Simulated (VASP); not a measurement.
Input of a VASP 6.6.1 run:

Contents of INCAR:

```
PREC     = Accurate       # precision mode
ENCUT    = 520            # plane-wave cutoff, eV
EDIFF    = 1E-6           # SCF threshold, eV
ISMEAR   = -1             # smearing method
SIGMA    = 0.01           # smearing width, eV
LREAL    = F              # projectors in reciprocal space
LASPH    = T              # aspherical terms in the spheres
NELM     = 60             # most SCF steps
ALGO     = Normal         # electronic algorithm
ISIF     = 2              # what is computed and relaxed
LWAVE    = F              # write WAVECAR
LCHARG   = F              # write CHGCAR
GGA      = PE             # functional
NBANDS   = 14             # bands
```

File KPOINTS:

```
regular mesh
0
Gamma
  6 6 3
```

POSCAR

```
Cl
1.0
    3.2487609231      0.0000000000      0.0000000000
   -1.6243804615      2.8135094902      0.0000000000
    0.0000000000      0.0000000000      3.9424652455
Cl
2
Direct
    0.3333333333      0.6666666667      0.2500000000
    0.6666666667      0.3333333333      0.7500000000
```

Potentials or basis: VASP PAW PBE potentials, release 64 (Cl).

Run with:

```sh
$ cat potpaw_PBE.64/Cl/POTCAR > POTCAR
$ mpirun -np 1 vasp_std > vasp.out
```

What does it give for the pressure?

9.8 GPa.

What does it give for the band gap on the k mesh?

Zero (band 7 reaches 4.66 eV, above the bottom of band 8 at 3.53 eV).

Caveat: the k points lie up to 0.53 Å⁻¹ apart.
